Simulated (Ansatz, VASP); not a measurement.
## B4As3N: VASP beside Ansatz

```
N B As
1.0
     3.21621    0.00000    0.00000
     0.00000    6.43525    0.00000
     0.00000    0.00000    4.48084
N B As
1 4 3
Direct
  0.00000 0.00000 0.01975
  0.50000 0.00000 0.81445
  0.00000 0.79651 0.22310
  0.50000 0.50000 0.72392
  0.00000 0.20349 0.22310
  0.50000 0.76889 0.50092
  0.00000 0.50000 0.99386
  0.50000 0.23111 0.50092
```

Alike in both runs: task single point; functional r2SCAN; k mesh 8 × 4 × 6; no spin polarisation.

|  | VASP | Ansatz |
| --- | --- | --- |
| version | VASP 6.6.1 | Ansatz 0.2.0 |
| potentials or method | VASP PAW PBE potentials, release 64 (N, B, As) | plane waves, PAW |
| plane-wave cutoff (eV) | 520 | 500 |
| occupations | gaussian, width 0.01 eV | fixed |
| valence electrons in the cell | 32 | 62 |

|  | VASP | Ansatz | Ansatz less VASP |
| --- | --- | --- | --- |
| gap on the k mesh at the Fermi level (eV) | 0.36 | 0.35 | -0.002 |
| pressure (GPa) | 0.4 | 0.0 | -0.41 |
| rms of the force components (eV/Å) | 0.014 | 0.001 | -0.0135 |

VASP's potentials were made for PBE, not for r2SCAN. VASP's potentials hold 32 valence electrons a cell and Ansatz's 62, so a difference there can come from the potentials and not from the codes.
